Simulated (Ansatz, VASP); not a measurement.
CdS in VASP and in Ansatz

```
Cd S
1.0
     4.15000    0.00000    0.00000
    -2.07500    3.59401    0.00000
     0.00000    0.00000    6.73700
Cd S
2 2
Direct
  0.33333 0.66667 0.00000
  0.66667 0.33333 0.50000
  0.33333 0.66667 0.37500
  0.66667 0.33333 0.87500
```

Alike in both runs: task single point; functional r2SCAN; k mesh 3 × 3 × 2; no spin polarisation.

|  | VASP | Ansatz |
| --- | --- | --- |
| version | VASP 6.6.1 | Ansatz 0.2.0 |
| potentials or method | VASP PAW PBE potentials, release 64 (Cd, S), cutoff 520 eV | plane waves, PAW |
| occupations | gaussian, width 0.01 eV | fixed |
| valence electrons in the cell | 36 | 52 |

|  | VASP | Ansatz | Ansatz less VASP |
| --- | --- | --- | --- |
| pressure (GPa) | 1.3 | 1.0 | -0.33 |
| traceless stress, the component that is largest in VASP (GPa) | -0.15 | -0.16 | -0.012 |
| rms of the force components (eV/Å) | 0.015 | 0.014 | -0.0003 |

VASP's potentials were made for PBE, not for r2SCAN. Atom by atom the forces differ by 0.000 eV/Å (rms over components). VASP's potentials hold 36 valence electrons a cell and Ansatz's 52, so a difference there can come from the potentials and not from the codes.

The k mesh is coarse, so the values compare programs but aren't converged.
